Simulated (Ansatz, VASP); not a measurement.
Two plane-wave programs on GaAs

The input POSCAR:

```
GaAs
1.0
    0.0000000000      2.8871950815      2.7866693110
    2.8871950815      0.0000000000      2.7866693110
    2.8871950815      2.8871950815      0.0000000000
Ga As
1 1
Direct
    0.0000000000      0.0000000000      0.0000000000
    0.2500000000      0.2500000000      0.2500000000
```

File INCAR.step1:

```
PREC     = Accurate       # precision mode
ENCUT    = 520            # plane-wave cutoff, eV
ISMEAR   = 0              # smearing method
SIGMA    = 0.01           # smearing width, eV
LREAL    = False          # projectors in reciprocal space
LASPH    = True           # aspherical terms in the spheres
NELM     = 100            # most SCF steps
NBANDS   = 16             # bands
GGA      = PE             # functional
ALGO     = Normal         # electronic algorithm
EDIFF    = 1E-4           # SCF threshold, eV
LWAVE    = True           # write WAVECAR
LCHARG   = False          # write CHGCAR
```

The input INCAR.step2:

```
PREC     = Accurate       # precision mode
ENCUT    = 520            # plane-wave cutoff, eV
EDIFF    = 1E-6           # SCF threshold, eV
ISMEAR   = 0              # smearing method
SIGMA    = 0.01           # smearing width, eV
LREAL    = False          # projectors in reciprocal space
LASPH    = True           # aspherical terms in the spheres
NELM     = 100            # most SCF steps
ALGO     = Normal         # electronic algorithm
ISIF     = 2              # what is computed and relaxed
LWAVE    = False          # write WAVECAR
LCHARG   = False          # write CHGCAR
METAGGA  = R2SCAN         # meta-GGA
LMIXTAU  = True         
NBANDS   = 16             # bands
ISTART   = 1
```

File KPOINTS:

```
regular mesh
0
Gamma
  8 8 8
```

Input for Ansatz:

```yaml
crystal:
  lattice:
    - [0.0, 2.8871950815, 2.786669311]
    - [2.8871950815, 0.0, 2.786669311]
    - [2.8871950815, 2.8871950815, 0.0]
  atoms:
    - { symbol: Ga, position: [0.0, 0.0, 0.0] }
    - { symbol: As, position: [0.25, 0.25, 0.25] }
kpoints:
  mp_grid: { grid: [8, 8, 8] }
  band_path:
    path:
      - [0.0, 0.0, 0.0]
      - [-0.5, -0.5, 0.0]
      - [-0.375, -0.375, 0.25]
      - [-0.375, 0.0, 0.375]
      - [0.0, 0.0, 0.5]
      - [-0.5, -0.25, 0.25]
    npoints: 1
hamiltonian:
  xc: r2scan
scf:
  occupations: { method: fixed }
  n_extra_bands: 4
output:
  forces: true
  stress: true
  eigenvalues: true
```

Change from the starting cell: epitaxial_xy strain +1.9%.

Alike in both runs: task single point; functional r2SCAN; k mesh 8 × 8 × 8; no spin polarisation.

|  | VASP | Ansatz |
| --- | --- | --- |
| version | VASP 6.6.1 | Ansatz 0.2.0 |
| potentials or method | VASP PAW PBE potentials, release 64 (Ga_d, As) | plane waves, PAW |
| plane-wave cutoff (eV) | 520 | 500 |
| occupations | gaussian, width 0.01 eV | fixed |
| valence electrons in the cell | 18 | 28 |

Ansatz gave:

```
gap on the k mesh at the Fermi level (eV)                     : 0.65
pressure (GPa)                                                : -1.5
traceless stress, the component that is largest in VASP (GPa) : 1.48
```

Q: Estimate VASP's values.

A: gap on the k mesh at the Fermi level (eV): 0.63; pressure (GPa): -1.4; traceless stress, the component that is largest in VASP (GPa): 1.47.

VASP's potentials were made for PBE, not for r2SCAN. VASP's potentials hold 18 valence electrons a cell and Ansatz's 28, so a difference there can come from the potentials and not from the codes.
